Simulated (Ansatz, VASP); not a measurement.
**One calculation of ZrGa3, two programs**

INCAR

```
  PREC = Accurate
  ENCUT = 520
  EDIFF = 1E-8
  ISMEAR = -1
  SIGMA = 0.03
  LREAL = F
  LASPH = T
  NELM = 80
  ALGO = Normal
  ISIF = 2
  LWAVE = F
  LCHARG = F
  LEFG = T
  NBANDS = 34
```

KPOINTS

```
Automatic mesh
0
Gamma
  12 12 12
```

POSCAR

```
ZrGa3
1.0
   -1.9788594822      1.9788594822      4.3499029010
    1.9788594822     -1.9788594822      4.3499029010
    1.9788594822      1.9788594822     -4.3499029010
Zr Ga
1 3
Direct
    0.0000000000      0.0000000000      0.0000000000
    0.5000000000      0.5000000000      0.0000000000
    0.7500000000      0.2500000000      0.5000000000
    0.2500000000      0.7500000000      0.5000000000
```

Input for Ansatz:

```yaml
crystal:
  lattice:
    - [-1.9788594822, 1.9788594822, 4.349902901]
    - [1.9788594822, -1.9788594822, 4.349902901]
    - [1.9788594822, 1.9788594822, -4.349902901]
  atoms:
    - { symbol: Zr, position: [0.0, 0.0, 0.0] }
    - { symbol: Ga, position: [0.5, 0.5, 0.0] }
    - { symbol: Ga, position: [0.75, 0.25, 0.5] }
    - { symbol: Ga, position: [0.25, 0.75, 0.5] }
kpoints:
  mp_grid: { grid: [12, 12, 12] }
scf:
  occupations: { method: fermi_dirac, width: 0.03 }
hamiltonian:
  xc: lda
  pseudopotentials: { kind: all_electron, datasets: crystal }
output:
  forces: true
  stress: true
  eigenvalues: true
  efg: { contact_densities: true }
```

Change from the starting cell: volume scaled by 0.99, crystal datasets.

Alike in both runs: task electric field gradients; functional LDA; k mesh 12 × 12 × 12; occupations fermi-dirac, width 0.03 eV; no spin polarisation.

```csv
,VASP,Ansatz
version,VASP 6.6.1,Ansatz 0.2.0
potentials or method,"VASP PAW LDA potentials, release 64 (Zr_sv, Ga_d), cutoff 520 eV","all-electron PAW with datasets made for the crystal, scalar-relativistic"
```

|  | VASP | Ansatz | Ansatz less VASP |
| --- | --- | --- | --- |
| pressure (GPa) | -4.1 | -4.4 | -0.23 |
| traceless stress, the component that is largest in VASP (GPa) | 6.44 | 6.45 | +0.013 |
| size of Vzz on the site where it differs most (V/Å²) | 97.0 | 99.1 | +2.08 |

LDA's correlation is that of Perdew and Zunger in VASP and of Perdew and Wang (1992) in Ansatz. Ansatz ran all-electron here, and VASP with PAW potentials.
